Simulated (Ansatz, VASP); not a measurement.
Given: the input of a run of VASP 6.6.1 on La2O3.

File INCAR:

```
SYSTEM = La2O3
PREC = Accurate
ENCUT = 520
EDIFF = 1E-7
ISMEAR = -1
SIGMA = 0.05
LREAL = .False.
LASPH = .True.
NELM = 80
ALGO = Normal
ISIF = 2
LWAVE = .False.
LCHARG = .True.
GGA = PE
LELF = .True.
LVHAR = .True.
NBANDS = 28
```

Contents of KPOINTS:

```
regular mesh
0
Gamma
  8 8 5
  0 0 0
```

The input POSCAR:

```
La2O3
1.0
    3.9568102782      0.0000000000      0.0000000000
   -1.9784051391      3.4266982189      0.0000000000
    0.0000000000      0.0000000000      6.1524312130
La O
2 3
Direct
    0.3333333333      0.6666666667      0.2462356800
    0.6666666667      0.3333333333      0.7537643200
    0.0000000000      0.0000000000      0.0000000000
    0.3333333333      0.6666666667      0.6458906500
    0.6666666667      0.3333333333      0.3541093500
```

Potentials or basis: VASP PAW PBE potentials, release 64 (La, O).

Run with:

```sh
$ cat potpaw_PBE.64/La/POTCAR potpaw_PBE.64/O/POTCAR > POTCAR
$ mpirun -np 1 vasp_std > vasp.out
```

Problem. Set up the same calculation for Ansatz 0.2.0. Potentials there: Ansatz PAW soft_1.

Solution. As run (the cutoff follows the program's own potentials):

input.yaml

```yaml
crystal:
  lattice:
    - [3.9568102782, 0.0, 0.0]
    - [-1.9784051391, 3.4266982189, 0.0]
    - [0.0, 0.0, 6.152431213]
  atoms:
    - { symbol: La, position: [0.3333333333, 0.6666666667, 0.24623568] }
    - { symbol: La, position: [0.6666666667, 0.3333333333, 0.75376432] }
    - { symbol: O, position: [0.0, 0.0, 0.0] }
    - { symbol: O, position: [0.3333333333, 0.6666666667, 0.64589065] }
    - { symbol: O, position: [0.6666666667, 0.3333333333, 0.35410935] }
hamiltonian:
  xc: pbe
  pseudopotentials: { kind: paw, azcp: { folder: soft_1 } }
kpoints:
  mp_grid: { grid: [8, 8, 5] }
scf:
  occupations: { method: fermi_dirac, width: 0.05 }
output:
  forces: true
  stress: true
  eigenvalues: true
```

Potentials or basis: Ansatz PAW soft_1.

Command:

```console
$ ansatz run input.yaml --threads 1 --pin off --max-ram 3584MiB --backend cpu --events-out ev --progress --plain --runs-dir out
```

Both were run:

|  | VASP | Ansatz | Ansatz less VASP |
| --- | --- | --- | --- |
| gap on the k mesh at the Fermi level (eV) | 3.87 | 3.85 | -0.016 |
| least direct gap on the mesh (eV) | 4.07 | 4.06 | -0.012 |
| pressure (GPa) | -1.0 | -0.7 | +0.29 |
| traceless stress, the component that is largest in VASP (GPa) | 0.62 | 0.58 | -0.040 |
| rms of the force components (eV/Å) | 0.053 | 0.048 | -0.0053 |

Atom by atom the forces differ by 0.005 eV/Å (rms over components). The functional is the same, so the differences come from potentials, cutoffs and numerics.

Neither program's run includes spin-orbit coupling. Noted on Ansatz's run: odd divisions of the mesh miss points on the zone boundary, where band edges often lie, so the gap on the mesh can be too wide.
